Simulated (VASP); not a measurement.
Input of a VASP 6.6.1 run:

Contents of INCAR:

```
SYSTEM = Al2Cu
ALGO = Fast
EDIFF = 1E-7
ENCUT = 520
ISIF = 2
ISMEAR = 0
LASPH = .True.
LCHARG = .False.
LREAL = .False.
LWAVE = .False.
NBANDS = 16
NELM = 80
PREC = Accurate
SIGMA = 0.15
```

KPOINTS

```
k-points
0
Gamma
  10 10 14
  0 0 0
```

File POSCAR:

```
Al2Cu
1.0
    3.9479000000      0.0000000000      0.0000000000
    0.0000000000      3.9479000000      0.0000000000
    0.0000000000      0.0000000000      2.9719000000
Al Cu
2 1
Direct
    0.5000000000      0.0000000000      0.5000000000
    0.0000000000      0.5000000000      0.5000000000
    0.0000000000      0.0000000000      0.0000000000
```

Potentials or basis: VASP PAW LDA potentials, release 64 (Al, Cu).

The run is started by

```bash
$ cat potpaw_LDA.64/Al/POTCAR potpaw_LDA.64/Cu/POTCAR > POTCAR
$ mpirun -np 1 vasp_std > vasp.out
```

**Question.** What does it give for the pressure?

**Answer.** 0.3 GPa.

Stress tensor (GPa, compression positive):
```
 2.99  0.00  0.00
 0.00  2.99  0.00
 0.00  0.00 -4.98
```
